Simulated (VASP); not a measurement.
Wanted: the native input for a VASP 6.6.1 run.

```
Task                   : electric field gradients
Functional             : RPBE
Potentials or basis    : VASP PAW PBE potentials, release 64 (Si, O)
Cutoff                 : 520 eV
k mesh                 : 3 × 3 × 3
Occupations            : fermi-dirac, width 0.02 eV
Spin                   : no spin polarisation
Dipole correction      : no
Further INCAR settings : LREAL = Auto; ALGO = Normal; EDIFF = 1e-08; NBANDS = 101
```

The structure of SiO2 lies in POSCAR:

```
SiO2
1.0
    5.1427302150     -5.9969844750      0.0000000000
    5.1427302150      5.9969844750      0.0000000000
    0.0000000000      0.0000000000     10.0661181600
Si O
10 20
Direct
    0.8210784900      0.3911644100      0.3489713500
    0.6088355900      0.1789215100      0.1510286500
    0.3911644100      0.8210784900      0.1510286500
    0.1789215100      0.6088355900      0.3489713500
    0.1789215100      0.6088355900      0.6510286500
    0.3911644100      0.8210784900      0.8489713500
    0.6088355900      0.1789215100      0.8489713500
    0.8210784900      0.3911644100      0.6510286500
    0.5000000000      0.5000000000      0.2500000000
    0.5000000000      0.5000000000      0.7500000000
    0.6704298200      0.5096419200      0.3406741600
    0.4903580800      0.3295701800      0.1593258400
    0.5096419200      0.6704298200      0.1593258400
    0.3295701800      0.4903580800      0.3406741600
    0.3295701800      0.4903580800      0.6593258400
    0.5096419200      0.6704298200      0.8406741600
    0.4903580800      0.3295701800      0.8406741600
    0.6704298200      0.5096419200      0.6593258400
    0.8378006300      0.3265787100      0.5000000000
    0.6734212900      0.1621993700      0.0000000000
    0.3265787100      0.8378006300      0.0000000000
    0.1621993700      0.6734212900      0.5000000000
    0.7705709500      0.2294290500      0.2500000000
    0.2294290500      0.7705709500      0.2500000000
    0.2294290500      0.7705709500      0.7500000000
    0.7705709500      0.2294290500      0.7500000000
    0.0000000000      0.5000000000      0.3020924800
    0.5000000000      0.0000000000      0.1979075200
    0.0000000000      0.5000000000      0.6979075200
    0.5000000000      0.0000000000      0.8020924800
```

The input as run:

INCAR

```
PREC = Accurate
ENCUT = 520
EDIFF = 1E-8
ISMEAR = -1
SIGMA = 0.02
LREAL = Auto
LASPH = T
NELM = 80
ALGO = Normal
ISIF = 2
LWAVE = F
LCHARG = F
GGA = RP
LEFG = T
NBANDS = 101
LUSENCCL = F
```

KPOINTS

```
Automatic mesh
0
Gamma
  3 3 3
```

Potentials or basis: VASP PAW PBE potentials, release 64 (Si, O).

Command:

```console
$ cat potpaw_PBE.64/Si/POTCAR potpaw_PBE.64/O/POTCAR > POTCAR
$ mpirun -np 1 vasp_std > vasp.out
```

It gave:

```yaml
Pressure: 4.7 GPa
Largest_force: 0.669 eV/Å
Band_gap_on_the_k_mesh: 5.75 eV
Largest_electric_field_gradient_by_atom: Si -14.2, -21.3 (each value once); O +82.6, +87.6, +84.1, +89.2 (each value once) V/Å²
```

Caveat: the cell stands under pressure; without QUAD_EFG the Cq values of the log hold for a quadrupole moment of 1 mb, not for the nuclei; the PAW data sets were made with another functional, which shifts forces and pressure a little.

It took 2.4 min on 1 × NVIDIA H100 80GB with 1 thread of AMD EPYC 7R13 Processor (Zen 3) (shared host), peak memory 1.7 GiB.
